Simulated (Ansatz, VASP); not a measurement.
## Two plane-wave programs on Ni

File INCAR:

```
SYSTEM = Ni
PREC = Accurate
ENCUT = 520
EDIFF = 1E-7
ISMEAR = -1
SIGMA = 0.1
LREAL = .FALSE.
LASPH = .TRUE.
NELM = 150
ALGO = Normal
ISIF = 2
LWAVE = .FALSE.
LCHARG = .FALSE.
ISPIN = 2
MAGMOM = 0.582 0.582
LORBIT = 11
LMAXMIX = 4
GGA = PE
NBANDS = 21
```

The input KPOINTS:

```
Automatic mesh
0
G
  6 6 6
  0 0 0
```

File POSCAR:

```
Ni
1.0
    2.7926050183      0.0000000000      0.0000000000
    0.0000000000      2.7926050183      0.0000000000
    0.0000000000      0.0000000000      2.7926050183
Ni
2
Direct
    0.0000000000      0.0000000000      0.0000000000
    0.5000000000      0.5000000000      0.5000000000
```

Input for Ansatz:

```yaml
crystal:
  lattice:
    - [2.7926050183, 0.0, 0.0]
    - [0.0, 2.7926050183, 0.0]
    - [0.0, 0.0, 2.7926050183]
  atoms:
    - { symbol: Ni, position: [0.0, 0.0, 0.0], spin: 0.582 }
    - { symbol: Ni, position: [0.5, 0.5, 0.5], spin: 0.582 }
hamiltonian:
  xc: pbe
  pseudopotentials:
    kind: paw
    azcp:
      Ni: "pseudopotentials/Ni.paw.azcp"
basis:
  ecutwfc: 420
  fft_grid_basis: typed
kpoints:
  mp_grid: { grid: [6, 6, 6], shift: [0, 0, 0] }
magnetization:
  spin_polarized: true
scf:
  occupations: { method: fermi_dirac, width: 0.1 }
```

Alike in both runs: task single point; functional PBE; k mesh 6 × 6 × 6; occupations fermi-dirac, width 0.1 eV; collinear spin.

|  | VASP | Ansatz |
| --- | --- | --- |
| version | VASP 6.6.1 | Ansatz 0.2.0 |
| potentials or method | VASP PAW PBE potentials, release 64 (Ni), cutoff 520 eV | plane waves (420 eV) with PAW, scalar-relativistic |
| valence electrons in the cell | 20 | 36 |

Ansatz gave:

```
net moment per atom (μB)                                      : 0.20
size of the moment on the site where the two differ most (μB) : 0.21
```

Question: Estimate VASP's values.

Answer: net moment per atom (μB): 0.19; size of the moment on the site where the two differ most (μB): 0.19.

Site moments also hang on the region over which each program counts them. VASP's potentials hold 20 valence electrons a cell and Ansatz's 36, so a difference there can come from the potentials and not from the codes.

The k mesh is coarse, so the values compare programs but aren't converged.
